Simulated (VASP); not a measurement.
Here is a VASP 6.6.1 calculation.

Contents of POSCAR:

```
SnTe
1.0
    0.0000000000      3.2291969641      3.2291969641
    3.2291969641      0.0000000000      3.2291969641
    3.2291969641      3.2291969641      0.0000000000
Sn Te
1 1
Direct
    0.0000000000      0.0000000000      0.0000000000
    0.5000000000      0.5000000000      0.5000000000
```

The input INCAR.step1:

```
SYSTEM = SnTe
PREC = Accurate
ENCUT = 520
EDIFF = 1E-5
ISMEAR = -1
SIGMA = 0.02
LREAL = .False.
LASPH = .True.
NELM = 100
ALGO = Normal
ISIF = 2
LWAVE = .True.
LCHARG = .False.
NBANDS = 17
GGA = PE
```

File INCAR.step2:

```
SYSTEM = SnTe
PREC = Accurate
ENCUT = 520
EDIFF = 1E-7
ISMEAR = -1
SIGMA = 0.02
LREAL = .False.
LASPH = .True.
NELM = 100
ALGO = Normal
ISIF = 2
LWAVE = .False.
LCHARG = .False.
GGA = PE
LHFCALC = .True.
HFSCREEN = 0.2079
PRECFOCK = Normal
NBANDS = 17
ISTART = 1
```

The input KPOINTS:

```
Automatic mesh
0
Gamma
  6 6 6
  0 0 0
```

Potentials or basis: VASP PAW PBE potentials, release 64 (Sn_d, Te).

Run with:

```sh
$ cat potpaw_PBE.64/Sn_d/POTCAR potpaw_PBE.64/Te/POTCAR > POTCAR
$ cp INCAR.step1 INCAR
$ mpirun -np 1 vasp_std > vasp.out
$ cp INCAR.step2 INCAR
$ mpirun -np 1 vasp_std > vasp.out
```

(1) What does it give for the band gap on the k mesh?

(2) Estimate the pressure.

Results:

(1) 0.33 eV.

(2) -2.0 GPa.

Caveat: the cell differs from its parent crystal (strain +1.2%); the PAW data sets were made with another functional, which shifts forces and pressure a little; spin-orbit coupling is left out, which moves the levels of the heavy elements.
